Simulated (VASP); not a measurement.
Input of a VASP 6.6.1 run:

POSCAR

```
TlBr
1.0
    3.9949064284      0.0000000000      0.0000000000
    0.0000000000      3.9949064284      0.0000000000
    0.0000000000      0.0000000000      3.9949064284
Tl Br
1 1
Direct
    0.0000000000      0.0000000000      0.0000000000
    0.5000000000      0.5000000000      0.5000000000
```

INCAR.step1

```
SYSTEM = TlBr
  PREC = Accurate
  ENCUT = 550
  ISMEAR = 0
  SIGMA = 0.01
  LREAL = .False.
  LASPH = .True.
  NELM = 120
  NBANDS = 17
  GGA = PE
  ALGO = Normal
  EDIFF = 1E-5
  LWAVE = .True.
  LCHARG = .False.
  GGA_COMPAT = .False.
```

INCAR.step2

```
SYSTEM = TlBr
  PREC = Accurate
  ENCUT = 550
  EDIFF = 1E-6
  ISMEAR = 0
  SIGMA = 0.01
  LREAL = .False.
  LASPH = .True.
  NELM = 120
  ALGO = Normal
  ISIF = 2
  LWAVE = .False.
  LCHARG = .True.
  METAGGA = R2SCAN
  LMIXTAU = .True.
  LELF = .True.
  LVHAR = .True.
  NBANDS = 17
  ISTART = 1
  GGA_COMPAT = .False.
```

KPOINTS

```
regular mesh
0
Gamma
  6 6 6
  0 0 0
```

Potentials or basis: VASP PAW PBE potentials, release 64 (Tl_d, Br).

Run with:

```bash
$ cat potpaw_PBE.64/Tl_d/POTCAR potpaw_PBE.64/Br/POTCAR > POTCAR
$ cp INCAR.step1 INCAR
$ mpirun -np 1 vasp_std > vasp.out
$ cp INCAR.step2 INCAR
$ mpirun -np 1 vasp_std > vasp.out
```

Q: Estimate the pressure.

A: 0.0 GPa.

Q: What does it give for the band gap on the k mesh?

A: 2.33 eV.

Caveat: the PAW data sets were made with another functional, which shifts forces and pressure a little; spin-orbit coupling is left out, which moves the levels of the heavy elements. A k mesh can miss the band edges.
